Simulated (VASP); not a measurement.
# Si3N2 (P-4m2) in VASP: a series of runs, part 2 of 2

VASP 6.6.1. Earlier steps stand in the parts before.

## Step 4: Single point, PBE

This run uses another cell than the first one, of 12.79 Å³/atom.

INCAR reads:

```
  PREC = Accurate
  ENCUT = 520
  EDIFF = 1E-6
  ISMEAR = 0
  SIGMA = 0.1
  LREAL = F
  LASPH = T
  NELM = 100
  ALGO = Normal
  ISIF = 2
  LWAVE = F
  LCHARG = T
  GGA = PE
  LELF = T
  LVHAR = T
  NBANDS = 19
```

KPOINTS reads:

```
Automatic mesh
0
Gamma
  6 6 4
```

POSCAR reads:

```
Si3N2
1.0
    3.5220750232      0.0000000000      0.0000000000
    0.0000000000      3.5220750232      0.0000000000
    0.0000000000      0.0000000000      5.1545527890
Si N
3 2
Direct
    0.5000000000      0.5000000000      0.0000000000
    0.0000000000      0.5000000000      0.6400132239
    0.5000000000      0.0000000000      0.3599867761
    0.5000000000      0.5000000000      0.5000000000
    0.0000000000      0.0000000000      0.5000000000
```

Potentials or basis: VASP PAW PBE potentials, release 64 (Si, N).

On the command line:

```sh
$ cat potpaw_PBE.64/Si/POTCAR potpaw_PBE.64/N/POTCAR > POTCAR
$ mpirun -np 1 vasp_std > vasp.out
```

OUTCAR:

```text
PREC = Accurate
   ENCUT = 520
   EDIFF = 1E-6
   ISMEAR = 0
   LREAL = F
   LASPH = T
   NELM = 100
   ISIF = 2
   GGA = PE

 ion  position               nearest neighbor table
   1  0.500  0.500  0.000-   2 2.56   3 2.56   3 2.56   2 2.56
   2  0.000  0.500  0.640-   4 1.90   5 1.90   5 1.90   4 1.90   1 2.56   1 2.56   3 2.88   3 2.88
                             3 2.88   3 2.88
   3  0.500  0.000  0.360-   4 1.90   5 1.90   4 1.90   5 1.90   1 2.56   1 2.56   2 2.88   2 2.88
[... 736 lines left out ...]
  --------------------------------------------------------------------------------------
  -------------------------------------------------------------------------------------
  Total       -0.0091811     -0.0091811     -0.1421944      0.0000000      0.0000000      0.0000000
  in kB       -0.2300479     -0.2300479     -3.5629100      0.0000000      0.0000000      0.0000000
  external PRESSURE =      -1.3410019 kB  Pullay stress =       0.0000000 kB

 VOLUME and BASIS-vectors are now :
 -----------------------------------------------------------------------------
  energy-cutoff  :      520.00
  volume of cell :       63.94
      direct lattice vectors                 reciprocal lattice vectors
     3.522075023  0.000000000  0.000000000     0.283923538  0.000000000  0.000000000
     0.000000000  3.522075023  0.000000000     0.000000000  0.283923538  0.000000000
     0.000000000  0.000000000  5.154552789     0.000000000  0.000000000  0.194003251

 POSITION                                       TOTAL-FORCE (eV/Angst)
 -----------------------------------------------------------------------------------
      1.76104      1.76104      0.00000         0.000000     -0.000000      0.000000
      0.00000      1.76104      3.29898         0.000000     -0.000000      0.009635
      1.76104      0.00000      1.85557         0.000000     -0.000000     -0.009635
      1.76104      1.76104      2.57728        -0.000000      0.000000      0.000000
      0.00000      0.00000      2.57728         0.000000     -0.000000      0.000000
 -----------------------------------------------------------------------------------
    total drift:                                0.000000      0.000000      0.000000

  FREE ENERGIE OF THE ION-ELECTRON SYSTEM (eV)
  ---------------------------------------------------
  free  energy   TOTEN  =       -32.3329978103 eV

  energy  without entropy=      -32.3257225911  energy(sigma->0) =      -32.32936020
```

stdout:

```text
POSCAR found type information on POSCAR SiN
 POSCAR found :  2 types and       5 ions
 scaLAPACK will be used
 LDA part: xc-table for (Slater+PW92), standard interpolation
 POSCAR, INCAR and KPOINTS ok, starting setup
 FFT: planning ... GRIDC
 FFT: planning ... GRID_SOFT
 FFT: planning ... GRID
 WAVECAR not read
 entering main loop
```

Wall time 21 s (1 thread of Intel Xeon Platinum 8559C (Emerald Rapids), shared host); peak memory 0.18 GiB.

Results:

| Property | Result |
| --- | --- |
| Free energy | -32.3330 eV |
| Pressure | -0.1 GPa |
| Largest force | 0.010 eV/Å |
| Band gap on the k mesh | zero (bands 11 and 12 overlap by 2.12 eV) |

Forces in eV/Å, atoms in the order of the input:
```
Si   0.000  0.000  0.000
Si   0.000  0.000  0.010
Si   0.000  0.000 -0.010
N    0.000  0.000  0.000
N    0.000  0.000  0.000
```

## Step 5: Relaxation of cell and atoms, PBE

INCAR reads:

```
SYSTEM = Si3N2
PREC     = Accurate       ! precision mode
ENCUT    = 600            ! plane-wave cutoff, eV
EDIFF    = 1E-6           ! SCF threshold, eV
ISMEAR   = 0              ! smearing method
SIGMA    = 0.1            ! smearing width, eV
LREAL    = .FALSE.        ! projectors in reciprocal space
LASPH    = .TRUE.         ! aspherical terms in the spheres
NELM     = 60             ! most SCF steps
ALGO     = Normal         ! electronic algorithm
ISIF     = 3              ! what is computed and relaxed
LWAVE    = .FALSE.        ! write WAVECAR
LCHARG   = .FALSE.        ! write CHGCAR
GGA      = PE             ! functional
IBRION   = 2              ! ionic algorithm
NSW      = 90             ! ionic steps
EDIFFG   = -0.04          ! ionic threshold
```

KPOINTS reads:

```
Automatic mesh
0
G
  4 4 6
  0 0 0
```

POSCAR reads:

```
Si3N2
1.0
    4.2226225000      0.0000000000      0.0000000000
    0.0000000000      4.2226225000      0.0000000000
    0.0000000000      0.0000000000      3.2211616500
Si N
3 2
Direct
    0.5000000000      0.5000000000      0.0000000000
    0.0000000000      0.5000000000      0.7569595400
    0.5000000000      0.0000000000      0.2430404600
    0.5000000000      0.5000000000      0.5000000000
    0.0000000000      0.0000000000      0.5000000000
```

On the command line:

```sh
$ cat potpaw_PBE.64/Si/POTCAR potpaw_PBE.64/N/POTCAR > POTCAR
$ mpirun -np 1 vasp_std > vasp.out
```

Wall time 1.7 min (1 thread of Intel Xeon Platinum 8559C (Emerald Rapids), shared host); peak memory 0.18 GiB.

It converged, with:

* Free energy: -32.0384 eV
* Relaxed volume: 12.18 Å³/atom
* Relaxed cell: a = 3.546 Å, b = 3.546 Å, c = 4.843 Å, α = 90.00°, β = 90.00°, γ = 90.00°
* Space group after relaxing (to 0.1 Å): P-4m2 (No. 115)
* Pressure after relaxing: 0.0 GPa
* Largest force after relaxing: 0.016 eV/Å
* Band gap on the k mesh: zero (bands 11 and 12 overlap by 2.14 eV)

Forces in eV/Å, atoms in the order of the input:
```
Si   0.000  0.000  0.000
Si   0.000  0.000 -0.016
Si   0.000  0.000  0.016
N    0.000  0.000  0.000
N    0.000  0.000  0.000
```

Stress tensor (GPa, compression positive):
```
-0.02  0.00  0.00
 0.00 -0.02  0.00
 0.00  0.00  0.16
```

Final structure:
```
Si N
1.0
     3.54576    0.00000    0.00000
     0.00000    3.54576    0.00000
     0.00000    0.00000    4.84321
Si N
3 2
Direct
  0.50000 0.50000 0.00000
  0.00000 0.50000 0.64619
  0.50000 0.00000 0.35381
  0.50000 0.50000 0.50000
  0.00000 0.00000 0.50000
```

Levels at points of the mesh, in eV from the Fermi level:
```csv
k point,band 9,band 10,band 11,band 12,band 13,band 14
"(0.00, 0.00, 0.00)",-3.41,-1.67,0.66,0.66,1.07,3.33
"(0.50, 0.00, 0.00)",-5.86,-4.33,1.28,1.36,2.28,4.67
"(0.50, 0.50, 0.00)",-4.39,-2.00,-2.00,0.30,0.30,0.96
"(0.00, 0.00, 0.50)",-3.47,-3.47,-1.24,-0.45,-0.45,2.83
"(0.50, 0.00, 0.50)",-3.19,-2.54,-1.70,0.42,1.84,3.73
"(0.50, 0.50, 0.50)",-2.00,-2.00,-1.94,-0.32,3.33,3.68
```

Caveat: the k points lie up to 0.44 Å⁻¹ apart in the final cell, too coarse for converged energies and pressures of a metal; a cell axis changed by over 15 % at a fixed basis, so the end point is rough.

## Step 6: Single point, PBE

This run uses another cell than the first one, of 13.05 Å³/atom.

INCAR reads:

```
PREC = Accurate
ENCUT = 520
EDIFF = 1E-6
ISMEAR = 0
SIGMA = 0.1
LREAL = False
LASPH = True
NELM = 60
ALGO = Normal
ISIF = 2
LWAVE = False
LCHARG = False
GGA = PE
NBANDS = 19
```

KPOINTS reads:

```
regular mesh
0
Gamma
  10 10 8
```

POSCAR reads:

```
Si3N2
1.0
    3.5047670987      0.0000000000      0.0000000000
    0.0000000000      3.5047670987      0.0000000000
    0.0000000000      0.0000000000      5.3135032723
Si N
3 2
Direct
    0.5000000000      0.5000000000      0.0000000000
    0.0000000000      0.5000000000      0.6330202351
    0.5000000000      0.0000000000      0.3669797649
    0.5000000000      0.5000000000      0.5000000000
    0.0000000000      0.0000000000      0.5000000000
```

Potentials or basis: VASP PAW PBE potentials, release 64 (Si, N).

On the command line:

```sh
$ cat potpaw_PBE.64/Si/POTCAR potpaw_PBE.64/N/POTCAR > POTCAR
$ mpirun -np 1 vasp_std > vasp.out
```

Run time: 46 s. Hardware: 1 thread of Intel Xeon Platinum 8559C (Emerald Rapids), shared host; peak memory 0.23 GiB.

The run converged. Its results:

* Free energy: -32.3228 eV
* Pressure: 0.0 GPa
* Largest force: 0.005 eV/Å
* Band gap on the k mesh: zero (bands 11 and 12 overlap by 2.15 eV)

Forces on the atoms (eV/Å):
```
Si   0.000  0.000  0.000
Si   0.000  0.000  0.005
Si   0.000  0.000 -0.005
N    0.000  0.000  0.000
N    0.000  0.000  0.000
```

Stress tensor (GPa, compression positive):
```
 0.02  0.00  0.00
 0.00  0.02  0.00
 0.00  0.00 -0.09
```

Levels at points of the mesh, in eV from the Fermi level:
| k point | band 8 | band 9 | band 10 | band 11 | band 12 | band 13 | band 14 | band 15 |
| --- | --- | --- | --- | --- | --- | --- | --- | --- |
| (0.00, 0.00, 0.00) | -2.83 | -2.83 | -0.88 | 0.51 | 1.40 | 1.40 | 2.15 | 3.86 |
| (0.50, 0.00, 0.00) | -6.13 | -5.61 | -3.97 | 0.97 | 2.06 | 2.18 | 4.73 | 5.99 |
| (0.50, 0.50, 0.00) | -3.86 | -3.86 | -1.41 | -1.41 | 0.29 | 0.29 | 1.52 | 3.02 |
| (0.00, 0.00, 0.50) | -3.16 | -2.86 | -2.86 | -0.62 | 0.60 | 0.60 | 3.41 | 4.89 |
| (0.50, 0.00, 0.50) | -6.03 | -3.43 | -2.51 | -2.12 | 1.15 | 1.59 | 3.88 | 5.57 |
| (0.50, 0.50, 0.50) | -4.54 | -2.57 | -1.41 | -1.41 | -0.45 | 2.81 | 2.81 | 3.34 |

## Step 7: The runs side by side

| task | cell | k mesh | cutoff (eV) | gap on the mesh (eV) | pressure (GPa) | largest force (eV/Å) |
| --- | --- | --- | --- | --- | --- | --- |
| single point | a = 4.223, b = 4.223, c = 3.221 Å, 5 atoms, atomic positions A | 4 × 4 × 6 | 520 | none | 16.7 | 1.47 |
| single point | a = 3.506, b = 3.506, c = 5.279 Å, 5 atoms, atomic positions B | 4 × 4 × 6 | 520 | none | 0.0 | 0.01 |
| single point | a = 3.522, b = 3.522, c = 5.155 Å, 5 atoms, atomic positions C | 6 × 6 × 4 | 520 | none | -0.1 | 0.01 |
| relaxation of cell and atoms | relaxed from a = 4.223, b = 4.223, c = 3.221 Å, 5 atoms, atomic positions A | 4 × 4 × 6 | 600 | none | 0.0 | 0.02 |
| single point | a = 3.505, b = 3.505, c = 5.314 Å, 5 atoms, atomic positions B | 10 × 10 × 8 | 520 | none | 0.0 | 0.01 |

Alike in all rows: level PBE; potentials or basis VASP PAW PBE potentials, release 64 (Si, N); no spin polarisation; smearing gaussian 0.1 eV.

Caveats: some runs use coarse meshes; forces of over 1 eV/Å act on the atoms, so gaps and moduli don't describe the material at rest (at least some runs); a cell axis changed by over 15 % at a fixed basis, so the end point is rough (at least some runs).

Total energies depend on the potentials used, so only differences within one code and one set of settings carry meaning.
